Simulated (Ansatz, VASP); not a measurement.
One calculation of Si3N4, two programs

```
CELL_PARAMETERS angstrom
7.49235 0.00000 0.00000
-3.74618 6.48857 0.00000
0.00000 0.00000 2.86307
ATOMIC_POSITIONS crystal
Si 0.76463 0.17103 0.32563
Si 0.59360 0.76463 0.82563
Si 0.82897 0.59360 0.32563
Si 0.23537 0.82897 0.82563
Si 0.40640 0.23537 0.32563
Si 0.17103 0.40640 0.82563
N 0.02674 0.32902 0.32563
N 0.69772 0.02674 0.82563
N 0.67098 0.69772 0.32563
N 0.97326 0.67098 0.82563
N 0.30228 0.97326 0.32563
N 0.32902 0.30228 0.82563
N 0.33333 0.66667 0.82561
N 0.66667 0.33333 0.32561
```

Change from the starting cell: volume scaled by 0.96, ions relaxed.

Alike in both runs: functional PBE; k mesh 5 × 5 × 10; occupations fermi-dirac, width 0.02 eV; no spin polarisation.

Ansatz relaxed the structure, and its values are those at the end. VASP's run is a single point on that final structure, the one shown.

```csv
,VASP,Ansatz
version,VASP 6.6.1,Ansatz 0.2.0
potentials or method,"VASP PAW PBE potentials, release 64 (Si, N)","plane-wave PAW, scalar-relativistic"
plane-wave cutoff (eV),520,420
valence electrons in the cell,64,64
```

```tsv
	VASP	Ansatz	Ansatz less VASP
gap on the k mesh at the Fermi level (eV)	4.51	4.52	+0.013
pressure (GPa)	17.5	17.8	+0.29
rms of the force components (eV/Å)	0.008	0.009	+0.0014
```

Ansatz's warnings: stress scf threshold loose.
